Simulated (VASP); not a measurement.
# MgSn4N (P-43m) in VASP: a series of runs, part 2 of 2

VASP 6.6.1. The steps go on from the part before.

## 4. Relaxation of cell and atoms, PBE

File INCAR:

```
  PREC = Accurate
  ENCUT = 600
  EDIFF = 1E-6
  ISMEAR = 0
  SIGMA = 0.1
  LREAL = False
  LASPH = True
  NELM = 60
  ALGO = Normal
  ISIF = 3
  LWAVE = False
  LCHARG = False
  GGA = PE
  IBRION = 2
  NSW = 90
  EDIFFG = -0.04
```

File KPOINTS:

```
regular mesh
0
Gamma
  4 4 4
```

File POSCAR:

```
MgSn4N
1.0
    4.9070142200      0.0000000000      0.0000000000
    0.0000000000      4.9070142200      0.0000000000
    0.0000000000      0.0000000000      4.9070142200
Mg Sn N
1 4 1
Direct
    0.5000000000      0.5000000000      0.5000000000
    0.1480000000      0.1480000000      0.1480000000
    0.1480000000      0.8520000000      0.8520000000
    0.8520000000      0.8520000000      0.1480000000
    0.8520000000      0.1480000000      0.8520000000
    0.0000000000      0.0000000000      0.0000000000
```

Launch:

```bash
cat potpaw_PBE.64/Mg/POTCAR potpaw_PBE.64/Sn_d/POTCAR potpaw_PBE.64/N/POTCAR > POTCAR
mpirun -np 1 vasp_std > vasp.out
```

Wall time 14 min (1 thread of AMD EPYC 9R45 (Zen 5), shared host); peak memory 0.25 GiB.

The run converged. Its results:

```yaml
Free_energy: -21.9489 eV
Relaxed_volume: 28.80 Å³/atom
Relaxed_cell: a = 5.570 Å, b = 5.570 Å, c = 5.570 Å, α = 90.00°, β = 90.00°, γ = 90.00°
Space_group_after_relaxing_to_0.1_Å: P-43m (No. 215)
Pressure_after_relaxing: 0.0 GPa
Band_gap_on_the_k_mesh: zero (an odd number of electrons rules out a gap without spin polarisation)
```

Final structure:
```xyz
6
Lattice="5.5698 0.0000 0.0000 0.0000 5.5698 0.0000 0.0000 0.0000 5.5698" Properties=species:S:1:pos:R:3 pbc="T T T"
Mg    2.7849    2.7849    2.7849
Sn    4.3342    4.3342    4.3342
Sn    4.3342    1.2356    1.2356
Sn    1.2356    1.2356    4.3342
Sn    1.2356    4.3342    1.2356
N     0.0000    0.0000    0.0000
```

Levels at points of the mesh, in eV from the Fermi level:
```tsv
k point	band 29	band 30	band 31	band 32	band 33	band 34
(0.00, 0.00, 0.00)	-2.76	-2.76	-1.27	1.05	1.05	1.05
(0.50, 0.00, 0.00)	-1.89	-1.05	-0.26	-0.20	0.49	0.49
(0.50, 0.50, 0.00)	-1.46	-1.46	-1.40	-0.44	0.66	0.66
(0.50, 0.50, 0.50)	-1.69	-1.69	-1.69	-1.54	2.28	2.28
```

Caveat: the volume moved by over 15 % at a fixed basis, so the end points are rough; spin-orbit coupling is left out, which moves the levels of the heavy elements.

## 5. Single point, PBE

This run uses another cell than the first one, of 28.74 Å³/atom.

File INCAR:

```
SYSTEM = MgSn4N
PREC = Accurate ; ENCUT = 520
EDIFF = 1E-6 ; ISMEAR = 0
SIGMA = 0.1 ; LREAL = .False.
LASPH = .True. ; NELM = 80
ALGO = Normal ; ISIF = 2
LWAVE = .False. ; LCHARG = .False.
GGA = PE ; NBANDS = 40
```

File KPOINTS:

```
Automatic mesh
0
Gamma
  8 8 8
  0 0 0
```

File POSCAR:

```
MgSn4N
1.0
    5.5661804035      0.0000000000      0.0000000000
    0.0000000000      5.5661804035      0.0000000000
    0.0000000000      0.0000000000      5.5661804035
Mg Sn N
1 4 1
Direct
    0.5000000000      0.5000000000      0.5000000000
    0.2220628529      0.2220628529      0.2220628529
    0.2220628529      0.7779371471      0.7779371471
    0.7779371471      0.7779371471      0.2220628529
    0.7779371471      0.2220628529      0.7779371471
    0.0000000000      0.0000000000      0.0000000000
```

Launch:

```bash
cat potpaw_PBE.64/Mg/POTCAR potpaw_PBE.64/Sn_d/POTCAR potpaw_PBE.64/N/POTCAR > POTCAR
mpirun -np 1 vasp_std > vasp.out
```

Wall time 1.9 min (1 thread of AMD EPYC 9R45 (Zen 5), shared host); peak memory 0.36 GiB.

The run converged. Its results:

| Item | Value |
| --- | --- |
| Free energy | -21.9861 eV |
| Pressure | 0.0 GPa |
| Largest force | 0.021 eV/Å |
| Band gap on the k mesh | zero (an odd number of electrons rules out a gap without spin polarisation) |

Forces in eV/Å, atoms in the order of the input:
```
Mg   0.000  0.000  0.000
Sn   0.012  0.012  0.012
Sn   0.012 -0.012 -0.012
Sn  -0.012 -0.012  0.012
Sn  -0.012  0.012 -0.012
N    0.000  0.000  0.000
```

Levels at points of the mesh, in eV from the Fermi level:
| k point | band 30 | band 31 | band 32 | band 33 | band 34 | band 35 |
| --- | --- | --- | --- | --- | --- | --- |
| (0.00, 0.00, 0.00) | -2.63 | -1.14 | 1.19 | 1.19 | 1.19 | 2.63 |
| (0.50, 0.00, 0.00) | -0.92 | -0.13 | -0.06 | 0.62 | 0.62 | 1.06 |
| (0.50, 0.50, 0.00) | -1.33 | -1.27 | -0.31 | 0.80 | 0.80 | 1.32 |
| (0.50, 0.50, 0.50) | -1.57 | -1.57 | -1.41 | 2.42 | 2.42 | 3.22 |

Caveat: spin-orbit coupling is left out, which moves the levels of the heavy elements.

## 6. Relaxation of cell and atoms, PBE

This run uses another cell than the first one, of 28.88 Å³/atom.

File INCAR:

```
SYSTEM = MgSn4N
PREC = Accurate
ENCUT = 600
EDIFF = 1E-6
ISMEAR = 0
SIGMA = 0.1
LREAL = .FALSE.
LASPH = .TRUE.
NELM = 80
ALGO = Normal
ISIF = 3
LWAVE = .FALSE.
LCHARG = .FALSE.
GGA = PE
IBRION = 2
NSW = 100
EDIFFG = -0.01
```

File KPOINTS:

```
regular mesh
0
G
  8 8 8
  0 0 0
```

File POSCAR:

```
MgSn4N
1.0
    5.5752315293      0.0000000000      0.0000000000
    0.0000000000      5.5752315293      0.0000000000
    0.0000000000      0.0000000000      5.5752315293
Mg Sn N
1 4 1
Direct
    0.5000000000      0.5000000000      0.5000000000
    0.2215661653      0.2215661653      0.2215661653
    0.2215661653      0.7784338347      0.7784338347
    0.7784338347      0.7784338347      0.2215661653
    0.7784338347      0.2215661653      0.7784338347
    0.0000000000      0.0000000000      0.0000000000
```

Potentials or basis: VASP PAW PBE potentials, release 64 (Mg, Sn_d, N).

Launch:

```bash
cat potpaw_PBE.64/Mg/POTCAR potpaw_PBE.64/Sn_d/POTCAR potpaw_PBE.64/N/POTCAR > POTCAR
mpirun -np 1 vasp_std > vasp.out
```

Wall time 7.7 min (1 thread of AMD EPYC 9R45 (Zen 5), shared host); peak memory 0.47 GiB.

Results (log left out):

* Free energy: -21.9881 eV
* Relaxed volume: 28.66 Å³/atom
* Relaxed cell: a = 5.561 Å, b = 5.561 Å, c = 5.561 Å, α = 90.00°, β = 90.00°, γ = 90.00°
* Space group after relaxing (to 0.1 Å): P-43m (No. 215)
* Energy gained by relaxing: 0.3 meV/atom
* Ionic steps: 4
* Pressure after relaxing: 0.1 GPa
* Largest force after relaxing: 0.005 eV/Å
* Band gap on the k mesh: zero (an odd number of electrons rules out a gap without spin polarisation)

Forces in eV/Å, atoms in the order of the input:
```
Mg   0.000  0.000  0.000
Sn   0.003  0.003  0.003
Sn   0.003 -0.003 -0.003
Sn  -0.003 -0.003  0.003
Sn  -0.003  0.003 -0.003
N    0.000  0.000  0.000
```

Step by step:
```
step  energy change (eV)  largest force (eV/Å)  pressure (GPa)  volume (Å³)
   1              0.0000                0.0862           -0.10       173.30
   2             -0.0012                0.0208           -0.12       172.84
   3             -0.0014                0.0160           -0.11       172.59
   4             -0.0015                0.0053            0.05       171.96
```

Final structure:
```yaml
crystal:
  lattice:
    - [5.56082, 0.00000, 0.00000]
    - [0.00000, 5.56082, 0.00000]
    - [0.00000, 0.00000, 5.56082]
  atoms:
    - { symbol: Mg, position: [0.50000, 0.50000, 0.50000] }
    - { symbol: Sn, position: [0.22224, 0.22224, 0.22224] }
    - { symbol: Sn, position: [0.22224, 0.77776, 0.77776] }
    - { symbol: Sn, position: [0.77776, 0.77776, 0.22224] }
    - { symbol: Sn, position: [0.77776, 0.22224, 0.77776] }
    - { symbol: N, position: [0.00000, 0.00000, 0.00000] }
```

Levels at points of the mesh, in eV from the Fermi level:
```tsv
k point	band 28	band 29	band 30	band 31	band 32	band 33	band 34	band 35	band 36	band 37
(0.00, 0.00, 0.00)	-3.57	-2.64	-2.64	-1.14	1.19	1.19	1.19	2.64	2.64	2.64
(0.50, 0.00, 0.00)	-3.74	-1.76	-0.93	-0.13	-0.06	0.62	0.62	1.07	1.23	1.83
(0.50, 0.50, 0.00)	-3.85	-1.34	-1.34	-1.28	-0.31	0.80	0.80	1.32	1.79	2.21
(0.50, 0.50, 0.50)	-4.61	-1.57	-1.57	-1.57	-1.40	2.43	2.43	3.23	3.23	3.23
```

Caveat: spin-orbit coupling is left out, which moves the levels of the heavy elements.

## 7. The runs side by side

```csv
task,cell,k mesh,cutoff (eV),gap on the mesh (eV),pressure (GPa),relaxed volume (Å³/atom),largest force (eV/Å)
single point,"a = 4.907 Å, 6 atoms, atomic positions A",4 × 4 × 4,520,none,293.7,-,130.72
single point,"a = 5.575 Å, 6 atoms, atomic positions B",4 × 4 × 4,520,none,0.0,-,0.04
relaxation of cell and atoms,"relaxed from a = 4.907 Å, 6 atoms, atomic positions A",4 × 4 × 4,600,none,0.0,28.80,-
single point,"a = 5.566 Å, 6 atoms, atomic positions B",8 × 8 × 8,520,none,0.0,-,0.02
relaxation of cell and atoms,"relaxed from a = 5.575 Å, 6 atoms, atomic positions B",8 × 8 × 8,600,none,0.1,28.66,0.01
```

Alike in all rows: level PBE; potentials or basis VASP PAW PBE potentials, release 64 (Mg, Sn_d, N); no spin polarisation; smearing gaussian 0.1 eV.

Caveats: spin-orbit coupling is left out, which moves the levels of the heavy elements; atoms lie so close that the PAW spheres overlap strongly, which falsifies energies and pressures (at least some runs); the cell stands under pressure (at least some runs); forces of over 1 eV/Å act on the atoms, so gaps and moduli don't describe the material at rest (at least some runs); the volume moved by over 15 % at a fixed basis, so the end points are rough (at least some runs).

Total energies depend on the potentials used, so only differences within one code and one set of settings carry meaning.
